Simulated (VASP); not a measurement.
A run of VASP 6.6.1:

The input INCAR:

```
PREC     = Accurate       # precision mode
ENCUT    = 560            # plane-wave cutoff, eV
EDIFF    = 1E-6           # SCF threshold, eV
ISMEAR   = 0              # smearing method
SIGMA    = 0.02           # smearing width, eV
LREAL    = F              # projectors in reciprocal space
LASPH    = T              # aspherical terms in the spheres
NELM     = 120            # most SCF steps
ALGO     = Normal         # electronic algorithm
ISIF     = 2              # what is computed and relaxed
LWAVE    = F              # write WAVECAR
LCHARG   = F              # write CHGCAR
GGA      = CA             # functional
NBANDS   = 16             # bands
GGA_COMPAT= F
```

The input KPOINTS:

```
regular mesh
0
Gamma
  10 10 10
```

Contents of POSCAR:

```
BAs
1.0
    0.0000000000      2.3662690287      2.3662690287
    2.3662690287      0.0000000000      2.3662690287
    2.3662690287      2.3662690287      0.0000000000
B As
1 1
Direct
    0.0000000000      0.0000000000      0.0000000000
    0.2500000000      0.2500000000      0.2500000000
```

Potentials or basis: VASP PAW LDA potentials, release 64 (B, As_d).

Run with:

```sh
$ cat potpaw_LDA.64/B/POTCAR potpaw_LDA.64/As_d/POTCAR > POTCAR
$ mpirun -np 1 vasp_std > vasp.out
```

Hardware: 1 thread of Intel(R) Xeon(R) Platinum 8259CL CPU @ 2.50GHz (Skylake/Cascade Lake) (shared host).

Problem. How long does it take, and how much memory?

Solution. Wall time 16 s on 1 thread of Intel(R) Xeon(R) Platinum 8259CL CPU @ 2.50GHz (Skylake/Cascade Lake), on a shared host, peak memory 0.15 GiB. Counts: scf iterations 11, k points 47.
